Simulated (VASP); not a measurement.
# SnO2 (R-3m) in VASP: further runs

SnO2 is run at these levels: PBEsol; tasks: single point.

Program: VASP 6.6.1. These are calculated values, not measurements. Logs are shortened: lines on timing, memory, paths and dates and some standing lists are left out, and cuts for length are marked.

### Step 1. The cell of the first run

It takes space group R-3m (No. 166, trigonal). Conventional cell: a = 3.264 Å, b = 3.264 Å, c = 12.173 Å, α = 90.00°, β = 90.00°, γ = 120.00°. Within 2.8 Å of Sn (site symmetry -3m) lie 6 O at 2.09 Å. O (site symmetry 3m) has 3 Sn at 2.09 Å and 3 O at 2.62 Å within 2.8 Å.

### Step 2. Single point, PBEsol

INCAR reads:

```
  PREC = Accurate
  ENCUT = 520
  EDIFF = 1E-7
  ISMEAR = 0
  SIGMA = 0.05
  LREAL = F
  LASPH = T
  NELM = 60
  ALGO = Normal
  ISIF = 2
  LWAVE = F
  LCHARG = F
  GGA = PS
  NBANDS = 20
```

KPOINTS reads:

```
Automatic mesh
0
Gamma
  12 12 12
```

POSCAR reads:

```
SnO2
1.0
    1.6321500000      0.9423222419      4.0575333333
   -1.6321500000      0.9423222419      4.0575333333
    0.0000000000     -1.8846444837      4.0575333333
Sn O
1 2
Direct
    0.5000000000      0.5000000000      0.5000000000
    0.2414378084      0.2414378084      0.2414378084
    0.7585621916      0.7585621916      0.7585621916
```

Potentials or basis: VASP PAW PBE potentials, release 64 (Sn_d, O).

The run is started by

```
$ cat potpaw_PBE.64/Sn_d/POTCAR potpaw_PBE.64/O/POTCAR > POTCAR
$ mpirun -np 1 vasp_std > vasp.out
```

OUTCAR:

```text
PREC = Accurate
   ENCUT = 520
   EDIFF = 1E-7
   ISMEAR = 0
   LREAL = F
   LASPH = T
   NELM = 60
   ISIF = 2
   GGA = PS

 ion  position               nearest neighbor table
   1  0.500  0.500  0.500-   2 2.09   2 2.09   3 2.09   3 2.09   2 2.09   3 2.09
   2  0.241  0.241  0.241-   1 2.09   1 2.09   1 2.09
   3  0.759  0.759  0.759-   1 2.09   1 2.09   1 2.09

  LATTYP: Found a trigonal (rhomboedric) cell.
 ALAT       =     4.4738642783
 COS(alpha) =     0.7338144202

  Lattice vectors:

 A1 = (   1.6321500000,   0.9423222419,   4.0575333333)
 A2 = (  -1.6321500000,   0.9423222419,   4.0575333333)
 A3 = (   0.0000000000,  -1.8846444837,   4.0575333333)

Analysis of symmetry for initial positions (statically):
=====================================================================
 Subroutine PRICEL returns:
 Original cell was already a primitive cell.

 Routine SETGRP: Setting up the symmetry group for a
 trigonal (rhombohedral) supercell.

 Subroutine GETGRP returns: Found 12 space group operations
 (whereof 12 operations were pure point group operations)
 out of a pool of 12 trial point group operations.

The static configuration has the point symmetry D_3d.

Analysis of symmetry for dynamics (positions and initial velocities):
=====================================================================
 Subroutine PRICEL returns:
 Original cell was already a primitive cell.

 Routine SETGRP: Setting up the symmetry group for a
 trigonal (rhombohedral) supercell.

 Subroutine GETGRP returns: Found 12 space group operations
 (whereof 12 operations were pure point group operations)
 out of a pool of 12 trial point group operations.

The dynamic configuration has the point symmetry D_3d.

 Subroutine INISYM returns: Found 12 space group operations
 (whereof 12 operations are pure point group operations),
 and found     1 'primitive' translations

----------------------------------------------------------------------------------------

                                     Primitive cell

  volume of cell :      37.4432

  direct lattice vectors                    reciprocal lattice vectors
     1.632150000  0.942322242  4.057533333     0.306344392  0.176868017  0.082151718
    -1.632150000  0.942322242  4.057533333    -0.306344392  0.176868017  0.082151718
[... 78 lines left out ...]
   PREC   = accura    normal or accurate (medium, high low for compatibility)
   ISTART =      0    job   : 0-new  1-cont  2-samecut
   ICHARG =      2    charge: 1-file 2-atom 10-const
   ISPIN  =      1    spin polarized calculation?
   LNONCOLLINEAR =      F non collinear calculations
   LSORBIT =      F    spin-orbit coupling
   LASPH  =      T    aspherical Exc in radial PAW
   ENCUT  =  520.0 eV  38.22 Ry    6.18 a.u.   8.32  8.32  8.32*2*pi/ulx,y,z
   NELM   =     60;   NELMIN=  2; NELMDL= -5     # of ELM steps
   EDIFF  = 0.1E-06   stopping-criterion for ELM
   LREAL  =      F    real-space projection
   EDIFFG = 0.1E-05   stopping-criterion for IOM
   NSW    =      0    number of steps for IOM
   IBRION =     -1    ionic relax: 0-MD 1-quasi-New 2-CG
   NFREE  =      0    steps in history (QN), initial steepest desc. (CG)
   ISIF   =      2    stress and relaxation
   ISYM   =      2    0-nonsym 1-usesym 2-fastsym
   POTIM  = 0.5000    time-step for ionic-motion
   TEBEG  =    0.0;   TEEND  =   0.0 temperature during run
   PSTRESS=    0.0 pullay stress
   NELECT =      26.0000    total number of electrons
   NUPDOWN=      -1.0000    fix difference up-down
   EMIN   =  10.00;   EMAX   =-10.00  energy-range for DOS
   EFERMI =   0.00;   METHOD = LEGACY
   ISMEAR =     0;   SIGMA  =   0.05  broadening in eV -4-tet -1-fermi 0-gaus
   EFERMI_NEDOS =   21; number of points for ismear=-14 and -15
   IALGO  =     38    algorithm
   IMIX   =      4    mixing-type and parameters
     AMIX     =   0.40;   BMIX     =  1.00
     AMIX_MAG =   1.60;   BMIX_MAG =  1.00
  volume/ion in A,a.u.               =      12.48        84.23
  Fermi-wavevector in a.u.,A,eV,Ry     =   1.449690  2.739516 28.593999  2.101600
  Thomas-Fermi vector in A             =   2.567387
   LORBIT       =      0    0 simple, 1 ext, 2 COOP (PROOUT), +10 PAW based schemes
   GGA     = PS    functional components
   LHFCALC =     F    Hartree Fock is set to
   AEXX    =    0.0000 exact exchange contribution
   IVDW    =     0    specifies the selected vdW correction
   LEPSILON=     F    determine dielectric tensor
   LRPA    =     F    only Hartree local field effects (RPA)
 non-spin polarized calculation
 Gauss-broadening in eV      SIGMA  =   0.05
  energy-cutoff  :      520.00
  volume of cell :       37.44
 maximum number of plane-waves:      1024
 NGX is ok and might be reduce to    36

 number of electron      26.0000001 magnetization

 Free energy of the ion-electron system (eV)
  ---------------------------------------------------
  ext. energy  EPLUGINS =         0.00000000
  ---------------------------------------------------
  free energy    TOTEN  =       -19.27364586 eV

  energy without entropy =      -19.27364586  energy(sigma->0) =      -19.27364586

 E-fermi :   5.5823     XC(G=0): -11.2265

 val. band max:        5.2768144085   @ k =   0.0000   0.0000   0.0000
 cond. band min:       6.7118738235   @ k =   0.0000   0.0000   0.0000
 fundamental gap:      1.4350594150
 Fermi energy:         5.5822651448

 k-point     1 :       0.0000    0.0000    0.0000
  band No.  band energies     occupation
      1     -14.9947      2.00000
      2     -14.6059      2.00000
      3     -14.6059      2.00000
      4     -14.3999      2.00000
      5     -14.3999      2.00000
      6     -13.1094      2.00000
[... 541 lines left out ...]
     19      19.4644      0.00000
     20      20.3446      0.00000

 [... further k-points ...]
[... 5 lines left out ...]
  --------------------------------------------------------------------------------------
  -------------------------------------------------------------------------------------
  Total        0.3716959      0.3716959      1.2071217     -0.0000000      0.0000000      0.0000000
  in kB       15.9047026     15.9047026     51.6521944     -0.0000000      0.0000000      0.0000000
  external PRESSURE =      27.8205332 kB  Pullay stress =       0.0000000 kB

 VOLUME and BASIS-vectors are now :
 -----------------------------------------------------------------------------
  energy-cutoff  :      520.00
  volume of cell :       37.44
      direct lattice vectors                 reciprocal lattice vectors
     1.632150000  0.942322242  4.057533333     0.306344392  0.176868017  0.082151718
    -1.632150000  0.942322242  4.057533333    -0.306344392  0.176868017  0.082151718
     0.000000000 -1.884644484  4.057533333     0.000000000 -0.353736035  0.082151718

 POSITION                                       TOTAL-FORCE (eV/Angst)
 -----------------------------------------------------------------------------------
      0.00000      0.00000      6.08630         0.000000      0.000000     -0.000000
      0.00000      0.00000      2.93893         0.000000      0.000000      0.682568
      0.00000      0.00000      9.23367         0.000000     -0.000000     -0.682568
 -----------------------------------------------------------------------------------
    total drift:                               -0.000000     -0.000000      0.000000

  FREE ENERGIE OF THE ION-ELECTRON SYSTEM (eV)
  ---------------------------------------------------
  free  energy   TOTEN  =       -19.2736458564 eV

  energy  without entropy=      -19.2736458564  energy(sigma->0) =      -19.27364586
```

Run time: 2.7 min. Hardware: 1 thread of Intel Xeon Platinum 8259CL at 2.50GHz (Skylake/Cascade Lake), shared host; peak memory 0.29 GiB.

Results:

* Free energy: -19.2736 eV
* Pressure: 2.8 GPa
* Largest force: 0.683 eV/Å
* Band gap on the k mesh: 1.44 eV, direct

Forces in eV/Å, atoms in the order of the input:
```
Sn   0.000  0.000  0.000
O    0.000  0.000  0.683
O    0.000  0.000 -0.683
```

Stress tensor (GPa, compression positive):
```
1.59 0.00 0.00
0.00 1.59 0.00
0.00 0.00 5.17
```

Caveat: the PAW data sets were made with another functional, which shifts forces and pressure a little; spin-orbit coupling is left out, which moves the levels of the heavy elements.

### Step 3. Single point, PBEsol

This run uses another cell than the first one, of the same volume but with other edges.

INCAR reads:

```
ALGO     = Normal         # electronic algorithm
EDIFF    = 1E-6           # SCF threshold, eV
ENCUT    = 520            # plane-wave cutoff, eV
GGA      = PS             # functional
ISIF     = 2              # what is computed and relaxed
ISMEAR   = 0              # smearing method
LASPH    = T              # aspherical terms in the spheres
LCHARG   = T              # write CHGCAR
LELF     = T              # ELF
LREAL    = F              # projectors in reciprocal space
LVHAR    = T            
LWAVE    = F              # write WAVECAR
NBANDS   = 20             # bands
NELM     = 100            # most SCF steps
PREC     = Accurate       # precision mode
SIGMA    = 0.05           # smearing width, eV
```

KPOINTS reads:

```
k-points
0
Gamma
  12 12 12
```

POSCAR reads:

```
SnO2
1.0
    1.5251500000      0.8805457631      4.6455666667
   -1.5251500000      0.8805457631      4.6455666667
    0.0000000000     -1.7610915261      4.6455666667
Sn O
1 2
Direct
    0.5000000000      0.5000000000      0.5000000000
    0.2414378084      0.2414378084      0.2414378084
    0.7585621916      0.7585621916      0.7585621916
```

Potentials or basis: VASP PAW PBE potentials, release 64 (Sn_d, O).

The run is started by

```
$ cat potpaw_PBE.64/Sn_d/POTCAR potpaw_PBE.64/O/POTCAR > POTCAR
$ mpirun -np 1 vasp_std > vasp.out
```

OUTCAR:

```text
EDIFF = 1E-6
   ENCUT = 520
   GGA = PS
   ISIF = 2
   ISMEAR = 0
   LASPH = T
   LREAL = F
   NELM = 100
   PREC = Accurate

 ion  position               nearest neighbor table
   1  0.500  0.500  0.500-   2 2.05   2 2.05   3 2.05   3 2.05   2 2.05   3 2.05
   2  0.241  0.241  0.241-   1 2.05   1 2.05   1 2.05
   3  0.759  0.759  0.759-   1 2.05   1 2.05   1 2.05

  LATTYP: Found a trigonal (rhomboedric) cell.
 ALAT       =     4.9681719997
 COS(alpha) =     0.8115214777

  Lattice vectors:

 A1 = (   1.5251500000,   0.8805457631,   4.6455666667)
 A2 = (  -1.5251500000,   0.8805457631,   4.6455666667)
 A3 = (   0.0000000000,  -1.7610915261,   4.6455666667)

Analysis of symmetry for initial positions (statically):
=====================================================================
 Subroutine PRICEL returns:
 Original cell was already a primitive cell.

 Routine SETGRP: Setting up the symmetry group for a
 trigonal (rhombohedral) supercell.

 Subroutine GETGRP returns: Found 12 space group operations
 (whereof 12 operations were pure point group operations)
 out of a pool of 12 trial point group operations.

The static configuration has the point symmetry D_3d.

Analysis of symmetry for dynamics (positions and initial velocities):
=====================================================================
 Subroutine PRICEL returns:
 Original cell was already a primitive cell.

 Routine SETGRP: Setting up the symmetry group for a
 trigonal (rhombohedral) supercell.

 Subroutine GETGRP returns: Found 12 space group operations
 (whereof 12 operations were pure point group operations)
 out of a pool of 12 trial point group operations.

The dynamic configuration has the point symmetry D_3d.

 Subroutine INISYM returns: Found 12 space group operations
 (whereof 12 operations are pure point group operations),
 and found     1 'primitive' translations

[... 108 lines left out ...]
   NUPDOWN=      -1.0000    fix difference up-down
   EMIN   =  10.00;   EMAX   =-10.00  energy-range for DOS
   EFERMI =   0.00;   METHOD = LEGACY
   ISMEAR =     0;   SIGMA  =   0.05  broadening in eV -4-tet -1-fermi 0-gaus
   EFERMI_NEDOS =   21; number of points for ismear=-14 and -15
   IALGO  =     38    algorithm
   IMIX   =      4    mixing-type and parameters
     AMIX     =   0.40;   BMIX     =  1.00
     AMIX_MAG =   1.60;   BMIX_MAG =  1.00
  volume/ion in A,a.u.               =      12.48        84.20
  Fermi-wavevector in a.u.,A,eV,Ry     =   1.449821  2.739765 28.599198  2.101982
  Thomas-Fermi vector in A             =   2.567504
   LORBIT       =      0    0 simple, 1 ext, 2 COOP (PROOUT), +10 PAW based schemes
   GGA     = PS    functional components
   LHFCALC =     F    Hartree Fock is set to
   AEXX    =    0.0000 exact exchange contribution
   IVDW    =     0    specifies the selected vdW correction
   LEPSILON=     F    determine dielectric tensor
   LRPA    =     F    only Hartree local field effects (RPA)
 non-spin polarized calculation
 Gauss-broadening in eV      SIGMA  =   0.05
  energy-cutoff  :      520.00
  volume of cell :       37.43
 maximum number of plane-waves:      1025
 NGX is ok and might be reduce to    40

 number of electron      25.9999999 magnetization

 Free energy of the ion-electron system (eV)
  ---------------------------------------------------
  ext. energy  EPLUGINS =         0.00000000
  ---------------------------------------------------
  free energy    TOTEN  =       -19.04630308 eV

  energy without entropy =      -19.04630308  energy(sigma->0) =      -19.04630308

 E-fermi :   4.9233     XC(G=0): -11.0478

 val. band max:        4.7199963909   @ k =   0.5000   0.5000   0.0000
 cond. band min:       7.5229562628   @ k =   0.0000   0.0000   0.0000
 fundamental gap:      2.8029598719
 Fermi energy:         4.9233100337

 k-point     1 :       0.0000    0.0000    0.0000
  band No.  band energies     occupation
      1     -15.3413      2.00000
      2     -14.9032      2.00000
      3     -14.9032      2.00000
      4     -14.5344      2.00000
      5     -14.5344      2.00000
      6     -13.7570      2.00000
[... 541 lines left out ...]
     19      18.6187      0.00000
     20      20.2775      0.00000

 [... further k-points ...]
[... 5 lines left out ...]
  --------------------------------------------------------------------------------------
  -------------------------------------------------------------------------------------
  Total        5.9548709      5.9548709      1.2513896      0.0000000      0.0000000      0.0000000
  in kB      254.8757378    254.8757378     53.5610005      0.0000000      0.0000000      0.0000000
  external PRESSURE =     187.7708254 kB  Pullay stress =       0.0000000 kB

 VOLUME and BASIS-vectors are now :
 -----------------------------------------------------------------------------
  energy-cutoff  :      520.00
  volume of cell :       37.43
      direct lattice vectors                 reciprocal lattice vectors
     1.525150000  0.880545763  4.645566667     0.327836606  0.189276553  0.071752997
    -1.525150000  0.880545763  4.645566667    -0.327836606  0.189276553  0.071752997
     0.000000000 -1.761091526  4.645566667     0.000000000 -0.378553106  0.071752997

 POSITION                                       TOTAL-FORCE (eV/Angst)
 -----------------------------------------------------------------------------------
      0.00000      0.00000      6.96835         0.000000     -0.000000      0.000000
      0.00000      0.00000      3.36485        -0.000000      0.000000      0.529428
      0.00000      0.00000     10.57185        -0.000000     -0.000000     -0.529428
 -----------------------------------------------------------------------------------
    total drift:                                0.000000      0.000000      0.000000

  FREE ENERGIE OF THE ION-ELECTRON SYSTEM (eV)
  ---------------------------------------------------
  free  energy   TOTEN  =       -19.0463030849 eV

  energy  without entropy=      -19.0463030849  energy(sigma->0) =      -19.04630308
```

stdout:

```text
POSCAR found type information on POSCAR SnO
 POSCAR found :  2 types and       3 ions
 scaLAPACK will be used
 -----------------------------------------------------------------------------
|                                                                             |
|                                                                             |
|     You enforced a specific xc type in the INCAR file but a different       |
|     I HOPE YOU KNOW WHAT YOU ARE DOING!                                     |
|                                                                             |
 -----------------------------------------------------------------------------

 LDA part: xc-table for (Slater+PW92), standard interpolation
 POSCAR, INCAR and KPOINTS ok, starting setup
 FFT: planning ... GRIDC
 FFT: planning ... GRID_SOFT
 FFT: planning ... GRID
 WAVECAR not read
 entering main loop
```

Wall time 3.8 min (1 thread of Intel Xeon Platinum 8259CL at 2.50GHz (Skylake/Cascade Lake), shared host); peak memory 0.32 GiB.

What came out:

```
Free energy            : -19.0463 eV
Pressure               : 18.8 GPa
Largest force          : 0.529 eV/Å
Band gap on the k mesh : 2.80 eV, indirect (least direct gap 3.01 eV)
```

Forces in eV/Å, atoms in the order of the input:
```
Sn   0.000  0.000  0.000
O    0.000  0.000  0.529
O    0.000  0.000 -0.529
```

Caveat: the PAW data sets were made with another functional, which shifts forces and pressure a little; spin-orbit coupling is left out, which moves the levels of the heavy elements.
